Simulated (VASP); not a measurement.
# Mg (P6_3/mmc) in VASP: notebook

Mg is run at these levels: PBEsol; tasks: single point, relaxation of cell and atoms.

Everything below comes from runs of VASP 6.6.1. Logs are shortened: lines on timing, memory, paths and dates and some standing lists are left out, and cuts for length are marked.

### 1 The cell of the first run

Symmetry: P6_3/mmc, No. 194, hexagonal system. Conventional cell: a = 3.172 Å, b = 3.172 Å, c = 5.175 Å, α = 90.00°, β = 90.00°, γ = 120.00°. Within 4.2 Å of Mg (site symmetry -6m2) lie 12 Mg at 3.17 Å.

### 2 Single point, PBEsol

INCAR reads:

```
PREC = Accurate
ENCUT = 520
EDIFF = 1E-6
ISMEAR = 1
SIGMA = 0.1
LREAL = False
LASPH = True
NELM = 80
ALGO = Normal
ISIF = 2
LWAVE = False
LCHARG = False
GGA = PS
NBANDS = 9
```

KPOINTS reads:

```
Automatic mesh
0
Gamma
  8 8 5
```

POSCAR reads:

```
Mg
1.0
    3.1717169297      0.0000000000      0.0000000000
   -1.5858584649      2.7467874348      0.0000000000
    0.0000000000      0.0000000000      5.1748925013
Mg
2
Direct
    0.3333333333      0.6666666667      0.2500000000
    0.6666666667      0.3333333333      0.7500000000
```

Potentials or basis: VASP PAW PBE potentials, release 64 (Mg).

Launch:

```
> cat potpaw_PBE.64/Mg/POTCAR > POTCAR
> mpirun -np 1 vasp_std > vasp.out
```

OUTCAR:

```text
PREC = Accurate
   ENCUT = 520
   EDIFF = 1E-6
   ISMEAR = 1
   LREAL = False
   LASPH = True
   NELM = 80
   ISIF = 2
   GGA = PS

 ion  position               nearest neighbor table
   1  0.333  0.667  0.250-   2 3.17   2 3.17   2 3.17   2 3.17   2 3.17   2 3.17
   2  0.667  0.333  0.750-   1 3.17   1 3.17   1 3.17   1 3.17   1 3.17   1 3.17

  LATTYP: Found a hexagonal cell.
 ALAT       =     3.1717169297
 C/A-ratio  =     1.6315745118

  Lattice vectors:

 A1 = (   3.1717169297,   0.0000000000,   0.0000000000)
 A2 = (  -1.5858584649,   2.7467874348,   0.0000000000)
 A3 = (   0.0000000000,   0.0000000000,   5.1748925013)

Analysis of symmetry for initial positions (statically):
=====================================================================
 Subroutine PRICEL returns:
 Original cell was already a primitive cell.

 Routine SETGRP: Setting up the symmetry group for a
 hexagonal supercell.

 Subroutine GETGRP returns: Found 24 space group operations
 (whereof 12 operations were pure point group operations)
 out of a pool of 24 trial point group operations.

The static configuration has the point symmetry D_3d.
 The point group associated with its full space group is D_6h.

Analysis of symmetry for dynamics (positions and initial velocities):
=====================================================================
 Subroutine PRICEL returns:
 Original cell was already a primitive cell.

 Routine SETGRP: Setting up the symmetry group for a
 hexagonal supercell.

 Subroutine GETGRP returns: Found 24 space group operations
 (whereof 12 operations were pure point group operations)
 out of a pool of 24 trial point group operations.

The dynamic configuration has the point symmetry D_3d.
 The point group associated with its full space group is D_6h.

 Subroutine INISYM returns: Found 24 space group operations
 (whereof 12 operations are pure point group operations),
 and found     1 'primitive' translations

----------------------------------------------------------------------------------------

                                     Primitive cell

  volume of cell :      45.0838

  direct lattice vectors                    reciprocal lattice vectors
     3.171716930  0.000000000  0.000000000     0.315286648  0.182030831  0.000000000
    -1.585858465  2.746787435  0.000000000     0.000000000  0.364061662  0.000000000
     0.000000000  0.000000000  5.174892501     0.000000000  0.000000000  0.193240729

  length of vectors
     3.171716930  3.171716930  5.174892501     0.364061662  0.364061662  0.193240729

  position of ions in fractional coordinates (direct lattice)
     0.333333333  0.666666667  0.250000000
     0.666666667  0.333333333  0.750000000

  ion indices of the primitive-cell ions
   primitive index   ion index
                 1           1
                 2           2

----------------------------------------------------------------------------------------

 KPOINTS: Automatic mesh

Automatic generation of k-mesh.
 Grid dimensions read from file:
 generate k-points for:    8    8    5

 Generating k-lattice:

  Cartesian coordinates                     Fractional coordinates (reciprocal lattice)
     0.039410831  0.022753854  0.000000000     0.125000000  0.000000000  0.000000000
     0.000000000  0.045507708  0.000000000     0.000000000  0.125000000  0.000000000
     0.000000000  0.000000000  0.038648146     0.000000000  0.000000000  0.200000000

  Length of vectors
     0.045507708  0.045507708  0.038648146

  Shift w.r.t. Gamma in fractional coordinates (k-lattice)
     0.000000000  0.000000000  0.000000000

 Subroutine IBZKPT returns following result:
 ===========================================

 Found     30 irreducible k-points:

 Following reciprocal coordinates:
            Coordinates               Weight
  0.000000  0.000000  0.000000      1.000000
  0.125000  0.000000  0.000000      6.000000
  0.250000  0.000000  0.000000      6.000000
  0.375000 -0.000000  0.000000      6.000000
  0.500000  0.000000  0.000000      3.000000
  0.125000  0.125000  0.000000      6.000000
[... 16 lines left out ...]
  0.250000  0.000000  0.400000     12.000000
  0.375000 -0.000000  0.400000     12.000000
 [... further k-points ...]
   k-points           NKPTS =     30   k-points in BZ     NKDIM =     30   number of bands    NBANDS=      9
   number of dos      NEDOS =    301   number of ions     NIONS =      2
   total plane-waves  NPLWV =  23040
   dimension x,y,z NGX =    24 NGY =   24 NGZ =   40
   dimension x,y,z NGXF=    48 NGYF=   48 NGZF=   80
   ions per type =               2
   NGX,Y,Z   is equivalent  to a cutoff of  12.58, 12.58, 12.85 a.u.
   NGXF,Y,Z  is equivalent  to a cutoff of  25.16, 25.16, 25.70 a.u.
 SYSTEM =  unknown system
   PREC   = accura    normal or accurate (medium, high low for compatibility)
   ISTART =      0    job   : 0-new  1-cont  2-samecut
   ICHARG =      2    charge: 1-file 2-atom 10-const
   ISPIN  =      1    spin polarized calculation?
   LNONCOLLINEAR =      F non collinear calculations
   LSORBIT =      F    spin-orbit coupling
   LASPH  =      T    aspherical Exc in radial PAW
   ENCUT  =  520.0 eV  38.22 Ry    6.18 a.u.   5.90  5.90  9.62*2*pi/ulx,y,z
   NELM   =     80;   NELMIN=  2; NELMDL= -5     # of ELM steps
   EDIFF  = 0.1E-05   stopping-criterion for ELM
   LREAL  =      F    real-space projection
   EDIFFG = 0.1E-04   stopping-criterion for IOM
   NSW    =      0    number of steps for IOM
   IBRION =     -1    ionic relax: 0-MD 1-quasi-New 2-CG
   NFREE  =      0    steps in history (QN), initial steepest desc. (CG)
   ISIF   =      2    stress and relaxation
   ISYM   =      2    0-nonsym 1-usesym 2-fastsym
   POTIM  = 0.5000    time-step for ionic-motion
   TEBEG  =    0.0;   TEEND  =   0.0 temperature during run
   PSTRESS=    0.0 pullay stress
   NELECT =       4.0000    total number of electrons
   NUPDOWN=      -1.0000    fix difference up-down
   EMIN   =  10.00;   EMAX   =-10.00  energy-range for DOS
   EFERMI =   0.00;   METHOD = LEGACY
   ISMEAR =     1;   SIGMA  =   0.10  broadening in eV -4-tet -1-fermi 0-gaus
   EFERMI_NEDOS =   21; number of points for ismear=-14 and -15
   IALGO  =     38    algorithm
   IMIX   =      4    mixing-type and parameters
     AMIX     =   0.40;   BMIX     =  1.00
     AMIX_MAG =   1.60;   BMIX_MAG =  1.00
  volume/ion in A,a.u.               =      22.54       152.12
  Fermi-wavevector in a.u.,A,eV,Ry     =   0.730165  1.379812  7.253830  0.533141
  Thomas-Fermi vector in A             =   1.822068
   LORBIT       =      0    0 simple, 1 ext, 2 COOP (PROOUT), +10 PAW based schemes
   GGA     = PS    functional components
   LHFCALC =     F    Hartree Fock is set to
   AEXX    =    0.0000 exact exchange contribution
   IVDW    =     0    specifies the selected vdW correction
   LEPSILON=     F    determine dielectric tensor
   LRPA    =     F    only Hartree local field effects (RPA)
 non-spin polarized calculation
 Methfessel and Paxton  Order N= 1 SIGMA  =   0.10
  energy-cutoff  :      520.00
  volume of cell :       45.08
 maximum number of plane-waves:      1244
 NGX is ok and might be reduce to    24
   NGX = 11   NGY = 11   NGZ = 19

 number of electron       4.0000000 magnetization

 Free energy of the ion-electron system (eV)
  ---------------------------------------------------
  ext. energy  EPLUGINS =         0.00000000
  ---------------------------------------------------
  free energy    TOTEN  =        -3.47357366 eV

  energy without entropy =       -3.47237443  energy(sigma->0) =       -3.47317392

 E-fermi :   2.6593     XC(G=0):  -8.5907

 val. band max:        2.6545347313   @ k =   0.2500   0.2500   0.2000
 cond. band min:       2.9407567138   @ k =   0.2500   0.1250   0.0000
 fundamental gap:      0.2862219825
 Fermi energy:         2.6593406805

 k-point     1 :       0.0000    0.0000    0.0000
  band No.  band energies     occupation
      1      -4.3206      2.00000
      2       0.9428      2.00000
      3       1.4080      2.00000
      4      13.7729      0.00000
      5      13.7729      0.00000
      6      13.9381      0.00000
      7      13.9381      0.00000
      8      14.5811      0.00000
      9      16.3451      0.00000

 k-point     2 :       0.1250    0.0000    0.0000
  band No.  band energies     occupation
      1      -4.0085      2.00000
      2       1.2277      2.00000
      3       1.7100      2.00000
      4      10.1947      0.00000
      5      12.0376      0.00000
      6      12.7718      0.00000
      7      14.9262      0.00000
      8      15.2805      0.00000
      9      15.9725      0.00000

 k-point     3 :       0.2500    0.0000    0.0000
  band No.  band energies     occupation
      1      -3.0787      2.00000
      2       2.0836      2.00000
      3       2.5800      1.97673
      4       6.5718      0.00000
      5      10.7381      0.00000
      6      10.7856      0.00000
      7      11.2805      0.00000
      8      13.0616      0.00000
      9      15.2110      0.00000

 k-point     4 :       0.3750   -0.0000    0.0000
  band No.  band energies     occupation
      1      -1.5496      2.00000
      2       2.9784     -0.00006
      3       3.5124     -0.00000
      4       4.4540     -0.00000
      5       8.1260      0.00000
      6       8.4981      0.00000
      7       9.9606      0.00000
      8      11.5824      0.00000
      9      14.3212      0.00000
[... 205 lines left out ...]
 k-point    22 :       0.1250    0.0000    0.4000
  band No.  band energies     occupation
      1      -3.1138      2.00000
      2      -2.0075      2.00000
      3       6.4801      0.00000
      4       9.4435      0.00000
      5      11.0449      0.00000
      6      11.8722      0.00000
      7      12.7785      0.00000
      8      13.6994      0.00000
      9      14.4247      0.00000

 k-point    23 :       0.2500    0.0000    0.4000
  band No.  band energies     occupation
      1      -2.1928      2.00000
      2      -1.0980      2.00000
      3       6.8531      0.00000
      4       7.6914      0.00000
      5       8.3231      0.00000
      6      10.3508      0.00000
      7      11.4898      0.00000
      8      12.4329      0.00000
      9      12.9827      0.00000

 k-point    24 :       0.3750   -0.0000    0.4000
  band No.  band energies     occupation
      1      -0.6800      2.00000
      2       0.3903      2.00000
      3       4.0950     -0.00000
      4       5.1229      0.00000
      5       8.7413      0.00000
      6      10.7111      0.00000
      7      10.9518      0.00000
      8      11.6521      0.00000
      9      12.3389      0.00000

 [... further k-points ...]

------------------------ aborting loop because EDIFF is reached ----------------------------------------

  FORCE on cell =-STRESS in cart. coord.  units (eV):
  Direction    XX          YY          ZZ          XY          YZ          ZX
  --------------------------------------------------------------------------------------
  -------------------------------------------------------------------------------------
  Total       -0.0085585     -0.0085585     -0.0153655      0.0000000      0.0000000      0.0000000
  in kB       -0.3041513     -0.3041513     -0.5460540      0.0000000      0.0000000      0.0000000
  external PRESSURE =      -0.3847855 kB  Pullay stress =       0.0000000 kB

 VOLUME and BASIS-vectors are now :
 -----------------------------------------------------------------------------
  energy-cutoff  :      520.00
  volume of cell :       45.08
      direct lattice vectors                 reciprocal lattice vectors
     3.171716930  0.000000000  0.000000000     0.315286648  0.182030831  0.000000000
    -1.585858465  2.746787435  0.000000000     0.000000000  0.364061662  0.000000000
     0.000000000  0.000000000  5.174892501     0.000000000  0.000000000  0.193240729

 POSITION                                       TOTAL-FORCE (eV/Angst)
 -----------------------------------------------------------------------------------
     -0.00000      1.83119      1.29372         0.000000      0.000000      0.000000
      1.58586      0.91560      3.88117        -0.000000      0.000000      0.000000
 -----------------------------------------------------------------------------------
    total drift:                               -0.000000      0.000000     -0.000000

  FREE ENERGIE OF THE ION-ELECTRON SYSTEM (eV)
  ---------------------------------------------------
  free  energy   TOTEN  =        -3.4735736576 eV

  energy  without entropy=       -3.4723744316  energy(sigma->0) =       -3.47317392
```

Run time: 6.4 s. Hardware: 1 thread of Intel Xeon Platinum 8259CL at 2.50GHz (Skylake/Cascade Lake), shared host; peak memory 0.15 GiB.

What came out:

* Free energy: -3.4736 eV
* Pressure: 0.0 GPa
* Band gap on the k mesh: zero (band 2 reaches 3.70 eV, above the bottom of band 3 at 1.41 eV)

Levels at points of the mesh, in eV from the Fermi level:
```tsv
k point	band 1	band 2	band 3	band 4	band 5	band 6
(0.00, 0.00, 0.00)	-6.98	-1.72	-1.25	11.11	11.11	11.28
(0.50, 0.00, 0.00)	-2.13	-2.10	2.70	3.04	3.33	3.76
```

Caveat: the PAW data sets were made with another functional, which shifts forces and pressure a little.

### 3 Relaxation of cell and atoms, PBEsol

This run uses another cell than the first one, of 23.24 Å³/atom, 1.031 times its volume.

INCAR reads:

```
SYSTEM = Mg
  ALGO = Normal
  EDIFF = 1E-6
  EDIFFG = -0.03
  ENCUT = 600
  GGA = PS
  IBRION = 2
  ISIF = 3
  ISMEAR = 1
  LASPH = .True.
  LCHARG = .False.
  LREAL = .False.
  LWAVE = .False.
  NELM = 60
  NSW = 60
  PREC = Accurate
  SIGMA = 0.1
```

KPOINTS reads:

```
k-points
0
Gamma
  8 8 5
  0 0 0
```

POSCAR reads:

```
Mg
1.0
    3.2093000000      0.0000000000      0.0000000000
   -1.6046500000      2.7793353300      0.0000000000
    0.0000000000      0.0000000000      5.2103000000
Mg
2
Direct
    0.3333333333      0.6666666667      0.2500000000
    0.6666666667      0.3333333333      0.7500000000
```

Potentials or basis: VASP PAW PBE potentials, release 64 (Mg).

Launch:

```
> cat potpaw_PBE.64/Mg/POTCAR > POTCAR
> mpirun -np 1 vasp_std > vasp.out
```

OUTCAR:

```text
SYSTEM = Mg
   EDIFF = 1E-6
   EDIFFG = -0.03
   ENCUT = 600
   GGA = PS
   IBRION = 2
   ISIF = 3
   ISMEAR = 1
   LASPH = .True.
   LREAL = .False.
   NELM = 60
   NSW = 60
   PREC = Accurate

 ion  position               nearest neighbor table
   1  0.333  0.667  0.250-   2 3.20   2 3.20   2 3.20   2 3.20   2 3.20   2 3.20
   2  0.667  0.333  0.750-   1 3.20   1 3.20   1 3.20   1 3.20   1 3.20   1 3.20

  LATTYP: Found a hexagonal cell.
 ALAT       =     3.2093000000
 C/A-ratio  =     1.6235004518

  Lattice vectors:

 A1 = (   3.2093000000,   0.0000000000,   0.0000000000)
 A2 = (  -1.6046500000,   2.7793353300,   0.0000000000)
 A3 = (   0.0000000000,   0.0000000000,   5.2103000000)

Analysis of symmetry for initial positions (statically):
=====================================================================
 Subroutine PRICEL returns:
 Original cell was already a primitive cell.

 Routine SETGRP: Setting up the symmetry group for a
 hexagonal supercell.

 Subroutine GETGRP returns: Found 24 space group operations
 (whereof 12 operations were pure point group operations)
 out of a pool of 24 trial point group operations.

[... 169 lines left out ...]

  FORCE on cell =-STRESS in cart. coord.  units (eV):
  Direction    XX          YY          ZZ          XY          YZ          ZX
  --------------------------------------------------------------------------------------
  -------------------------------------------------------------------------------------
  Total       -0.3570228     -0.3570228     -0.2539005      0.0000000      0.0000000      0.0000000
  in kB      -12.3081436    -12.3081436     -8.7530640      0.0000000      0.0000000      0.0000000
  external PRESSURE =     -11.1231171 kB  Pullay stress =       0.0000000 kB
[... 59 lines left out ...]
--------------------------------------- Ionic step        3  -------------------------------------------

 number of electron       4.0000000 magnetization

 Free energy of the ion-electron system (eV)
  ---------------------------------------------------
  ext. energy  EPLUGINS =         0.00000000
  ---------------------------------------------------
  free energy    TOTEN  =        -3.47377547 eV

  energy without entropy =       -3.47252854  energy(sigma->0) =       -3.47335983

 E-fermi :   2.6675     XC(G=0):  -8.5943

 val. band max:        2.6624666858   @ k =   0.2500   0.2500   0.2000
 cond. band min:       2.9518803320   @ k =   0.2500   0.1250   0.0000
 fundamental gap:      0.2894136463
 Fermi energy:         2.6675087144

 k-point     1 :       0.0000    0.0000    0.0000
  band No.  band energies     occupation
      1      -4.3196      2.00000
      2       0.9551      2.00000
      3       1.4286      2.00000
      4      13.7683      0.00000
      5      13.7683      0.00000
      6      13.9321      0.00000
[... 199 lines left out ...]
 k-point    24 :       0.3750    0.0000    0.4000
  band No.  band energies     occupation
      1      -0.6774      2.00000
      2       0.3958      2.00000
      3       4.0962     -0.00000
      4       5.1268      0.00000
      5       8.7668      0.00000
      6      10.7089      0.00000

 [... further k-points ...]
[... 5 lines left out ...]
  --------------------------------------------------------------------------------------
  -------------------------------------------------------------------------------------
  Total       -0.0085629     -0.0085629      0.0194782      0.0000000      0.0000000      0.0000000
  in kB       -0.3046540     -0.3046540      0.6930017      0.0000000      0.0000000      0.0000000
  external PRESSURE =       0.0278979 kB  Pullay stress =       0.0000000 kB
[... 17 lines left out ...]
  FREE ENERGIE OF THE ION-ELECTRON SYSTEM (eV)
  ---------------------------------------------------
  free  energy   TOTEN  =        -3.4737754746 eV

  energy  without entropy=       -3.4725285429  energy(sigma->0) =       -3.47335983

 reached required accuracy - stopping structural energy minimisation
```

OSZICAR:

```text
N       E                     dE             d eps       ncg     rms          rms(c)
DAV:   1    -0.256724185678E+00   -0.25672E+00   -0.13692E+03   360   0.524E+02
DAV:   2    -0.345706329660E+01   -0.32003E+01   -0.29273E+01   516   0.302E+01
DAV:   3    -0.348809675512E+01   -0.31033E-01   -0.30969E-01   468   0.345E+00
DAV:   4    -0.348826529633E+01   -0.16854E-03   -0.16854E-03   552   0.217E-01
[... 12 lines left out ...]
       N       E                     dE             d eps       ncg     rms          rms(c)
DAV:   1    -0.347378231368E+01   -0.36546E-03   -0.23794E-03   480   0.317E-01    0.160E-02
DAV:   2    -0.347377824138E+01    0.40723E-05   -0.80494E-06   438   0.238E-02    0.102E-02
DAV:   3    -0.347377555391E+01    0.26875E-05   -0.11999E-06   342   0.728E-03    0.505E-04
DAV:   4    -0.347377547462E+01    0.79293E-07   -0.20869E-08   264   0.121E-03
   3 F= -.34737755E+01 E0= -.34733598E+01  d E =-.527190E-02
```

CONTCAR:

```text
Mg
   1.00000000000000
     3.1721904922085500    0.0000000000000000    0.0000000000000000
    -1.5860952461042750    2.7471975534739643    0.0000000000000000
    -0.0000000000000000    0.0000000000000000    5.1674545057150176
  Mg
     2
Direct
     0.3333333332999970    0.6666666667000030    0.2500000000000000
     0.6666666667000030    0.3333333332999970    0.7500000000000000

  0.00000000E+00  0.00000000E+00  0.00000000E+00
  0.00000000E+00  0.00000000E+00  0.00000000E+00
```

It took 16 s on 1 thread of Intel Xeon Platinum 8259CL at 2.50GHz (Skylake/Cascade Lake), shared host; peak memory 0.18 GiB.

Results:

- Free energy: -3.4738 eV
- Relaxed volume: 22.52 Å³/atom
- Relaxed cell: a = 3.172 Å, b = 3.172 Å, c = 5.167 Å, α = 90.00°, β = 90.00°, γ = 120.00°
- Space group after relaxing (to 0.05 Å): P6_3/mmc (No. 194)
- Energy gained by relaxing: 2.6 meV/atom
- Ionic steps: 3
- Pressure after relaxing: 0.0 GPa
- Band gap on the k mesh: zero (band 2 reaches 3.71 eV, above the bottom of band 3 at 1.43 eV)

Stress tensor (GPa, compression positive):
```
-0.03  0.00  0.00
 0.00 -0.03  0.00
 0.00  0.00  0.07
```

Step by step:
| step | energy change (eV) | largest force (eV/Å) | pressure (GPa) | volume (Å³) |
| --- | --- | --- | --- | --- |
| 1 | 0.0000 | 0.0000 | -1.11 | 46.47 |
| 2 | -0.0049 | 0.0000 | -0.30 | 45.40 |
| 3 | -0.0053 | 0.0000 | 0.00 | 45.03 |

Final structure:
```cif
data_structure
_symmetry_space_group_name_H-M 'P 1'
_symmetry_Int_Tables_number 1
_cell_length_a 3.1722
_cell_length_b 3.1722
_cell_length_c 5.1675
_cell_angle_alpha 90.000
_cell_angle_beta 90.000
_cell_angle_gamma 120.000
_cell_volume 45.03
loop_
_atom_site_label
_atom_site_type_symbol
_atom_site_fract_x
_atom_site_fract_y
_atom_site_fract_z
_atom_site_occupancy
Mg1 Mg 0.33333 0.66667 0.25000 1
Mg2 Mg 0.66667 0.33333 0.75000 1
```

Caveat: the PAW data sets were made with another functional, which shifts forces and pressure a little.
